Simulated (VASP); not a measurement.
Wanted: the native input for a VASP 6.6.1 run.

| Quantity | Value |
| --- | --- |
| Task | single point |
| Functional | LDA |
| Potentials or basis | VASP PAW LDA potentials, release 64 (Ta_pv, N) |
| Cutoff | 520 eV |
| k mesh | 10 × 10 × 6 |
| Occupations | fermi-dirac, width 0.05 eV |
| Spin | no spin polarisation |
| Dipole correction | no |
| Further INCAR settings | ALGO = Normal; EDIFF = 1e-06; NBANDS = 20 |

The structure of Ta2N lies in POSCAR:

```
Ta2N
1.0
    3.0707906527      0.0000000000      0.0000000000
   -1.5353953264      2.6593827149      0.0000000000
    0.0000000000      0.0000000000      4.8040242697
Ta N
2 1
Direct
    0.3333333333      0.6666666667      0.2547110000
    0.6666666667      0.3333333333      0.7452890000
    0.0000000000      0.0000000000      0.0000000000
```

This cell differs from its parent crystal: volume scaled by 0.96.

These files were run (other wordings do the same):

INCAR

```
PREC     = Accurate       # precision mode
ENCUT    = 520            # plane-wave cutoff, eV
EDIFF    = 1E-6           # SCF threshold, eV
ISMEAR   = -1             # smearing method
SIGMA    = 0.05           # smearing width, eV
LREAL    = F              # projectors in reciprocal space
LASPH    = T              # aspherical terms in the spheres
NELM     = 60             # most SCF steps
ALGO     = Normal         # electronic algorithm
ISIF     = 2              # what is computed and relaxed
LWAVE    = F              # write WAVECAR
LCHARG   = T              # write CHGCAR
LELF     = T              # ELF
LVHAR    = T            
NBANDS   = 20             # bands
```

KPOINTS

```
Automatic mesh
0
Gamma
  10 10 6
```

Potentials or basis: VASP PAW LDA potentials, release 64 (Ta_pv, N).

Run with:

```sh
$ cat potpaw_LDA.64/Ta_pv/POTCAR potpaw_LDA.64/N/POTCAR > POTCAR
$ mpirun -np 1 vasp_std > vasp.out
```

Results of the run:

The pressure is -1.7 GPa and the largest force is 0.163 eV/Å.

It used 25 s of CPU time on 1 thread of Intel Xeon 6975P-C, on a shared host.
